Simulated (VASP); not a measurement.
Write the native input for VASP 6.6.1 that does the following.

```
Task                   : single point
Functional             : r2SCAN
Potentials or basis    : VASP PAW PBE potentials, release 64 (Ir)
Cutoff                 : 520 eV
k mesh                 : 22 × 22 × 22
Occupations            : gaussian, width 0.15 eV
Spin                   : no spin polarisation
Dipole correction      : no
Further INCAR settings : ALGO = Normal; EDIFF = 1e-06; NBANDS = 10
```

Crystal: Ir.

```
Ir
1.0
     0.00000    1.91970    1.99649
     1.91970    0.00000    1.99649
     1.91970    1.91970    0.00000
Ir
1
Direct
  0.00000 0.00000 0.00000
```

This cell differs from its parent crystal: strain +0.000 along x and y, +0.040 along z.

The input as run:

POSCAR

```
Ir
1.0
    0.0000000000      1.9197000000      1.9964880000
    1.9197000000      0.0000000000      1.9964880000
    1.9197000000      1.9197000000      0.0000000000
Ir
1
Direct
    0.0000000000      0.0000000000      0.0000000000
```

INCAR.step1

```
PREC = Accurate
ENCUT = 520
ISMEAR = 0
SIGMA = 0.15
LREAL = F
LASPH = T
NELM = 60
NBANDS = 10
GGA = PE
ALGO = Normal
EDIFF = 1E-4
LWAVE = T
LCHARG = F
```

INCAR.step2

```
PREC = Accurate
ENCUT = 520
EDIFF = 1E-6
ISMEAR = 0
SIGMA = 0.15
LREAL = F
LASPH = T
NELM = 60
ALGO = Normal
ISIF = 2
LWAVE = F
LCHARG = F
METAGGA = R2SCAN
LMIXTAU = T
NBANDS = 10
ISTART = 1
```

KPOINTS

```
Automatic mesh
0
Gamma
  22 22 22
```

Potentials or basis: VASP PAW PBE potentials, release 64 (Ir).

The run is started by

```console
$ cat potpaw_PBE.64/Ir/POTCAR > POTCAR
$ cp INCAR.step1 INCAR
$ mpirun -np 1 vasp_std > vasp.out
$ cp INCAR.step2 INCAR
$ mpirun -np 1 vasp_std > vasp.out
```

Results of the run:

```
Pressure               : -9.7 GPa
Band gap on the k mesh : zero (an odd number of electrons rules out a gap without spin polarisation)
```

Caveat: the cell differs from its parent crystal (strain +0.000 along x and y, +0.040 along z); the cell stands under tension; the PAW data sets were made with another functional, which shifts forces and pressure a little; spin-orbit coupling is left out, which moves the levels of the heavy elements.

Run time: 6.8 min on 1 thread of Intel Xeon 8259CL, with other jobs on the host, peak memory 0.26 GiB.
